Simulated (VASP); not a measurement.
# Pt (I4/mmm) in VASP: a series of runs

The runs below take Pt through single point, with PBEsol.

Everything below comes from runs of VASP 6.6.1. Logs are shortened: lines on timing, memory, paths and dates and some standing lists are left out, and cuts for length are marked.

### Step 1. The cell of the first run

The structure is tetragonal, space group I4/mmm (No. 139). Conventional cell: a = 2.826 Å, b = 2.826 Å, c = 3.804 Å, α = 90.00°, β = 90.00°, γ = 90.00°. Pt (site symmetry 4/mmm) has 12 Pt at 2.76 to 2.83 Å within 3.6 Å.

### Step 2. Single point, PBEsol (biaxial strain in the a-b plane: +2.0 %, then relaxed in part)

INCAR

```
  ALGO = Fast
  EDIFF = 1E-7
  ENCUT = 520
  GGA = PS
  ISIF = 2
  ISMEAR = 0
  LASPH = T
  LCHARG = T
  LELF = T
  LREAL = F
  LVHAR = T
  LWAVE = F
  NBANDS = 17
  NELM = 100
  PREC = Accurate
  SIGMA = 0.1
```

KPOINTS

```
k-points
0
Gamma
  18 18 14
```

POSCAR

```
Pt
1.0
    1.9982109523      1.9982109523      0.0000000000
   -1.9982109523      1.9982109523      0.0000000000
    0.0000000000      0.0000000000      3.8044652161
Pt
2
Direct
    0.0000000000      0.0000000000      0.0000000000
    0.5000000000      0.5000000000      0.5000000000
```

Potentials or basis: VASP PAW PBE potentials, release 64 (Pt).

On the command line:

```sh
$ cat potpaw_PBE.64/Pt/POTCAR > POTCAR
$ mpirun -np 1 vasp_std > vasp.out
```

OUTCAR:

```text
EDIFF = 1E-7
   ENCUT = 520
   GGA = PS
   ISIF = 2
   ISMEAR = 0
   LASPH = T
   LREAL = F
   NELM = 100
   PREC = Accurate

 ion  position               nearest neighbor table
   1  0.000  0.000  0.000-   2 2.76   2 2.76   2 2.76   2 2.76   2 2.76   2 2.76   2 2.76   2 2.76

   2  0.500  0.500  0.500-   1 2.76   1 2.76   1 2.76   1 2.76   1 2.76   1 2.76   1 2.76   1 2.76

  LATTYP: Found a simple tetragonal cell.
 ALAT       =     2.8258970292
 C/A-ratio  =     1.3462858614

  Lattice vectors:

 A1 = (   1.9982109523,   1.9982109523,   0.0000000000)
 A2 = (  -1.9982109523,   1.9982109523,   0.0000000000)
 A3 = (   0.0000000000,   0.0000000000,   3.8044652161)

Analysis of symmetry for initial positions (statically):
=====================================================================
 Subroutine PRICEL returns following result:

  LATTYP: Found a body centered tetragonal cell.
 ALAT       =     2.8258970292
 C/A-ratio  =     1.3462858614

  Lattice vectors:

 A1 = (   0.0000000000,  -1.9982109523,  -1.9022326081)
 A2 = (   0.0000000000,   1.9982109523,  -1.9022326080)
 A3 = (   1.9982109523,   0.0000000000,   1.9022326081)

   2 primitive cells build up your supercell.

 Routine SETGRP: Setting up the symmetry group for a
 simple tetragonal supercell.

 Subroutine GETGRP returns: Found 16 space group operations
 (whereof 16 operations were pure point group operations)
 out of a pool of 16 trial point group operations.

The static configuration has the point symmetry D_4h.

Analysis of symmetry for dynamics (positions and initial velocities):
=====================================================================
 Subroutine PRICEL returns following result:

  LATTYP: Found a body centered tetragonal cell.
 ALAT       =     2.8258970292
 C/A-ratio  =     1.3462858614

  Lattice vectors:

 A1 = (   0.0000000000,  -1.9982109523,  -1.9022326081)
 A2 = (   0.0000000000,   1.9982109523,  -1.9022326080)
 A3 = (   1.9982109523,   0.0000000000,   1.9022326081)

   2 primitive cells build up your supercell.

 Routine SETGRP: Setting up the symmetry group for a
 simple tetragonal supercell.

 Subroutine GETGRP returns: Found 16 space group operations
 (whereof 16 operations were pure point group operations)
 out of a pool of 16 trial point group operations.

The dynamic configuration has the point symmetry D_4h.

 Subroutine INISYM returns: Found 16 space group operations
 (whereof 16 operations are pure point group operations),
[... 86 lines left out ...]
   ISTART =      0    job   : 0-new  1-cont  2-samecut
   ICHARG =      2    charge: 1-file 2-atom 10-const
   ISPIN  =      1    spin polarized calculation?
   LNONCOLLINEAR =      F non collinear calculations
   LSORBIT =      F    spin-orbit coupling
   LASPH  =      T    aspherical Exc in radial PAW
   ENCUT  =  520.0 eV  38.22 Ry    6.18 a.u.   5.25  5.25  7.07*2*pi/ulx,y,z
   NELM   =    100;   NELMIN=  2; NELMDL= -5     # of ELM steps
   EDIFF  = 0.1E-06   stopping-criterion for ELM
   LREAL  =      F    real-space projection
   EDIFFG = 0.1E-05   stopping-criterion for IOM
   NSW    =      0    number of steps for IOM
   IBRION =     -1    ionic relax: 0-MD 1-quasi-New 2-CG
   NFREE  =      0    steps in history (QN), initial steepest desc. (CG)
   ISIF   =      2    stress and relaxation
   ISYM   =      2    0-nonsym 1-usesym 2-fastsym
   POTIM  = 0.5000    time-step for ionic-motion
   TEBEG  =    0.0;   TEEND  =   0.0 temperature during run
   PSTRESS=    0.0 pullay stress
   NELECT =      20.0000    total number of electrons
   NUPDOWN=      -1.0000    fix difference up-down
   EMIN   =  10.00;   EMAX   =-10.00  energy-range for DOS
   EFERMI =   0.00;   METHOD = LEGACY
   ISMEAR =     0;   SIGMA  =   0.10  broadening in eV -4-tet -1-fermi 0-gaus
   EFERMI_NEDOS =   21; number of points for ismear=-14 and -15
   IALGO  =     68    algorithm
   IMIX   =      4    mixing-type and parameters
     AMIX     =   0.40;   BMIX     =  1.00
     AMIX_MAG =   1.60;   BMIX_MAG =  1.00
  volume/ion in A,a.u.               =      15.19       102.51
  Fermi-wavevector in a.u.,A,eV,Ry     =   1.424129  2.691214 27.594575  2.028144
  Thomas-Fermi vector in A             =   2.544653
   LORBIT       =      0    0 simple, 1 ext, 2 COOP (PROOUT), +10 PAW based schemes
   GGA     = PS    functional components
   LHFCALC =     F    Hartree Fock is set to
   AEXX    =    0.0000 exact exchange contribution
   IVDW    =     0    specifies the selected vdW correction
   LEPSILON=     F    determine dielectric tensor
   LRPA    =     F    only Hartree local field effects (RPA)
 non-spin polarized calculation
 RMM-DIIS sequential band-by-band and
 Gauss-broadening in eV      SIGMA  =   0.10
  energy-cutoff  :      520.00
  volume of cell :       30.38
 maximum number of plane-waves:       840
 NGX is ok and might be reduce to    24
   NGX = 11   NGY = 11   NGZ = 15

 number of electron      19.9999998 magnetization

 Free energy of the ion-electron system (eV)
  ---------------------------------------------------
  ext. energy  EPLUGINS =         0.00000000
  ---------------------------------------------------
  free energy    TOTEN  =       -13.91941644 eV

  energy without entropy =      -13.90042477  energy(sigma->0) =      -13.90992060

 E-fermi :  10.9411     XC(G=0): -13.5849

 val. band max:       10.9408030018   @ k =   0.4444   0.2222   0.2857
 cond. band min:      10.9415622313   @ k =   0.3333   0.0000   0.5000
 fundamental gap:      0.0007592295
 Fermi energy:        10.9410812690

 k-point     1 :       0.0000    0.0000    0.0000
  band No.  band energies     occupation
      1       0.7438      2.00000
      2       3.9821      2.00000
      3       4.3823      2.00000
      4       7.0241      2.00000
      5       7.0241      2.00000
      6       7.5805      2.00000
[... 457 lines left out ...]
      4       6.0247      2.00000
      5       7.0164      2.00000
      6       7.4652      2.00000
[... 9 lines left out ...]
     16      25.6198      0.00000
     17      27.7600      0.00000

 [... further k-points ...]
[... 5 lines left out ...]
  --------------------------------------------------------------------------------------
  -------------------------------------------------------------------------------------
  Total       -0.8347272     -0.8347272     -0.0809499      0.0000000     -0.0000000     -0.0000000
  in kB      -44.0198828    -44.0198828     -4.2689479      0.0000000     -0.0000000     -0.0000000
  external PRESSURE =     -30.7695711 kB  Pullay stress =       0.0000000 kB

 VOLUME and BASIS-vectors are now :
 -----------------------------------------------------------------------------
  energy-cutoff  :      520.00
  volume of cell :       30.38
      direct lattice vectors                 reciprocal lattice vectors
     1.998210952  1.998210952  0.000000000     0.250223831  0.250223831  0.000000000
    -1.998210952  1.998210952  0.000000000    -0.250223831  0.250223831  0.000000000
     0.000000000  0.000000000  3.804465216     0.000000000  0.000000000  0.262849032

 POSITION                                       TOTAL-FORCE (eV/Angst)
 -----------------------------------------------------------------------------------
      0.00000      0.00000      0.00000         0.000000     -0.000000     -0.000000
      0.00000      1.99821      1.90223        -0.000000      0.000000      0.000000
 -----------------------------------------------------------------------------------
    total drift:                               -0.000000      0.000000     -0.000000

  FREE ENERGIE OF THE ION-ELECTRON SYSTEM (eV)
  ---------------------------------------------------
  free  energy   TOTEN  =       -13.9194164380 eV

  energy  without entropy=      -13.9004247679  energy(sigma->0) =      -13.90992060
```

stdout:

```text
POSCAR found type information on POSCAR Pt
 POSCAR found :  1 types and       2 ions
 scaLAPACK will be used
 -----------------------------------------------------------------------------
|                                                                             |
|                                                                             |
|     You enforced a specific xc type in the INCAR file but a different       |
|     I HOPE YOU KNOW WHAT YOU ARE DOING!                                     |
|                                                                             |
 -----------------------------------------------------------------------------

 LDA part: xc-table for (Slater+PW92), standard interpolation
 POSCAR, INCAR and KPOINTS ok, starting setup
 FFT: planning ... GRIDC
 FFT: planning ... GRID_SOFT
 FFT: planning ... GRID
 WAVECAR not read
 entering main loop
WARNING in EDDRMM: call to ZHEGV failed, returncode =   8  4     17
```

Wall time 76 s (1 thread of Intel Xeon 6975P-C (Granite Rapids), shared host); peak memory 0.29 GiB.

What came out:

| Property | Result |
| --- | --- |
| Free energy | -13.9194 eV |
| Pressure | -3.1 GPa |
| Band gap on the k mesh | zero (band 10 reaches 11.64 eV, above the bottom of band 11 at 9.65 eV) |

Levels at points of the mesh, in eV from the Fermi level:
| k point | band 6 | band 7 | band 8 | band 9 | band 10 | band 11 | band 12 | band 13 | band 14 | band 15 |
| --- | --- | --- | --- | --- | --- | --- | --- | --- | --- | --- |
| (0.00, 0.00, 0.00) | -3.36 | -1.93 | -1.29 | 0.01 | 0.52 | 0.52 | 2.40 | 9.62 | 10.74 | 10.74 |
| (0.50, 0.00, 0.00) | -4.21 | -2.61 | -2.61 | -1.84 | -1.84 | 1.54 | 1.54 | 11.35 | 11.35 | 13.37 |
| (0.50, 0.50, 0.00) | 0.01 | 0.26 | 0.26 | 0.70 | 0.70 | 1.43 | 1.43 | 8.36 | 8.36 | 11.48 |
| (0.00, 0.00, 0.50) | -2.67 | -2.26 | -2.26 | -2.26 | -2.26 | -1.03 | -1.03 | 16.92 | 16.92 | 16.92 |
| (0.50, 0.00, 0.50) | -3.51 | -0.50 | -0.50 | -0.09 | -0.09 | 0.20 | 0.20 | 5.78 | 5.78 | 14.15 |
| (0.50, 0.50, 0.50) | -4.55 | -1.87 | -1.87 | 0.27 | 0.27 | 6.51 | 6.51 | 8.34 | 8.34 | 8.34 |

Caveat: the cell differs from its parent crystal (biaxial strain in the a-b plane: +2.0 %, then relaxed in part); the PAW data sets were made with another functional, which shifts forces and pressure a little; spin-orbit coupling is left out, which moves the levels of the heavy elements.

### Step 3. Single point, PBEsol (biaxial strain in the a-b plane: +3.0 %, then relaxed in part)

INCAR

```
SYSTEM = Pt
PREC = Accurate ; ENCUT = 520
EDIFF = 1E-6 ; ISMEAR = 0
SIGMA = 0.1 ; LREAL = .FALSE.
LASPH = .TRUE. ; NELM = 80
ALGO = Fast ; ISIF = 2
LWAVE = .FALSE. ; LCHARG = .TRUE.
GGA = PS ; LELF = .TRUE.
LVHAR = .TRUE. ; NBANDS = 17
```

KPOINTS

```
Automatic mesh
0
G
  18 18 14
  0 0 0
```

POSCAR

```
Pt
1.0
    2.0178012557      2.0178012557      0.0000000000
   -2.0178012557      2.0178012557      0.0000000000
    0.0000000000      0.0000000000      3.7460399613
Pt
2
Direct
    0.0000000000      0.0000000000      0.0000000000
    0.5000000000      0.5000000000      0.5000000000
```

Potentials or basis: VASP PAW PBE potentials, release 64 (Pt).

On the command line:

```sh
$ cat potpaw_PBE.64/Pt/POTCAR > POTCAR
$ mpirun -np 1 vasp_std > vasp.out
```

Run time: 58 s. Hardware: 1 thread of Intel Xeon 6975P-C (Granite Rapids), shared host; peak memory 0.29 GiB.

It converged, with:

| Property | Result |
| --- | --- |
| Free energy | -13.9020 eV |
| Pressure | -3.9 GPa |
| Band gap on the k mesh | zero (band 10 reaches 11.64 eV, above the bottom of band 11 at 9.52 eV) |

Stress tensor (GPa, compression positive):
```
-5.59  0.00  0.00
 0.00 -5.59  0.00
 0.00  0.00 -0.38
```

Levels at points of the mesh, in eV from the Fermi level:
```csv
k point,band 6,band 7,band 8,band 9,band 10,band 11,band 12,band 13,band 14,band 15
"(0.00, 0.00, 0.00)",-3.12,-2.08,-1.13,0.03,0.53,0.53,2.77,10.02,10.45,10.45
"(0.50, 0.00, 0.00)",-4.16,-2.62,-2.62,-1.87,-1.87,1.40,1.40,11.70,11.70,13.58
"(0.50, 0.50, 0.00)",-0.01,0.16,0.16,0.79,0.79,1.31,1.31,8.15,8.15,11.57
"(0.00, 0.00, 0.50)",-2.47,-2.31,-2.31,-2.31,-2.31,-1.10,-1.10,16.84,16.84,16.84
"(0.50, 0.00, 0.50)",-3.31,-0.45,-0.45,-0.16,-0.16,0.30,0.30,5.79,5.79,14.12
"(0.50, 0.50, 0.50)",-4.52,-1.77,-1.77,0.17,0.17,6.24,6.24,8.41,8.41,8.41
```

Caveat: the cell differs from its parent crystal (biaxial strain in the a-b plane: +3.0 %, then relaxed in part); the PAW data sets were made with another functional, which shifts forces and pressure a little; spin-orbit coupling is left out, which moves the levels of the heavy elements.

### Step 4. Single point, PBEsol (biaxial strain in the a-b plane: +3.0 %)

INCAR

```
SYSTEM = Pt
  PREC = Accurate
  ENCUT = 520
  EDIFF = 1E-6
  ISMEAR = 0
  SIGMA = 0.1
  LREAL = .FALSE.
  LASPH = .TRUE.
  NELM = 100
  ALGO = Fast
  ISIF = 2
  LWAVE = .FALSE.
  LCHARG = .FALSE.
  GGA = PS
  NBANDS = 17
```

KPOINTS is that of step 3.

POSCAR, as its differences from that of step 3:

```diff
@@ -4,3 +4,3 @@
    -2.0178012557      2.0178012557      0.0000000000
-    0.0000000000      0.0000000000      3.7460399613
+    0.0000000000      0.0000000000      3.8475355983
 Pt
```

On the command line:

```sh
$ cat potpaw_PBE.64/Pt/POTCAR > POTCAR
$ mpirun -np 1 vasp_std > vasp.out
```

Run time: 63 s. Hardware: 1 thread of Intel Xeon 6975P-C (Granite Rapids), shared host; peak memory 0.3 GiB.

The run converged. Its results:

| Quantity | Value |
| --- | --- |
| Free energy | -13.8791 eV |
| Pressure | -10.7 GPa |
| Band gap on the k mesh | zero (band 10 reaches 11.01 eV, above the bottom of band 11 at 9.14 eV) |

Stress tensor (GPa, compression positive):
```
-11.87   0.00   0.00
  0.00 -11.87   0.00
  0.00   0.00  -8.50
```

Levels at points of the mesh, in eV from the Fermi level:
```tsv
k point	band 6	band 7	band 8	band 9	band 10	band 11	band 12	band 13	band 14	band 15
(0.00, 0.00, 0.00)	-3.20	-1.83	-1.23	0.01	0.49	0.49	2.42	9.24	10.67	10.67
(0.50, 0.00, 0.00)	-3.99	-2.47	-2.47	-1.74	-1.74	1.49	1.49	11.11	11.11	13.03
(0.50, 0.50, 0.00)	0.01	0.25	0.25	0.65	0.65	1.51	1.51	8.06	8.06	11.39
(0.00, 0.00, 0.50)	-2.54	-2.14	-2.14	-2.14	-2.14	-0.97	-0.97	16.63	16.63	16.63
(0.50, 0.00, 0.50)	-3.34	-0.37	-0.37	-0.09	-0.09	0.19	0.19	5.55	5.55	14.22
(0.50, 0.50, 0.50)	-4.32	-1.77	-1.77	0.25	0.25	6.33	6.33	8.18	8.18	8.18
```

Caveat: the cell differs from its parent crystal (biaxial strain in the a-b plane: +3.0 %); the PAW data sets were made with another functional, which shifts forces and pressure a little; spin-orbit coupling is left out, which moves the levels of the heavy elements.

### Step 5. Overview

| cell | further INCAR settings | gap on the mesh (eV) | pressure (GPa) |
| --- | --- | --- | --- |
| a = 2.826, b = 2.826, c = 3.804 Å, 2 atoms | ALGO = Fast; EDIFF = 1e-07; NBANDS = 17 | none | -3.1 |
| a = 2.854, b = 2.854, c = 3.746 Å, 2 atoms | ALGO = Fast; EDIFF = 1e-06; NBANDS = 17 | none | -3.9 |
| a = 2.854, b = 2.854, c = 3.848 Å, 2 atoms | ALGO = Fast; EDIFF = 1e-06; NBANDS = 17 | none | -10.7 |

Alike in all rows: task single point; level PBEsol; potentials or basis VASP PAW PBE potentials, release 64 (Pt); no spin polarisation; k mesh 18 × 18 × 14; cutoff (eV) 520; smearing gaussian 0.1 eV.

Caveats: the PAW data sets were made with another functional, which shifts forces and pressure a little; spin-orbit coupling is left out, which moves the levels of the heavy elements.

Absolute energies hang on the potentials; compare differences alone.
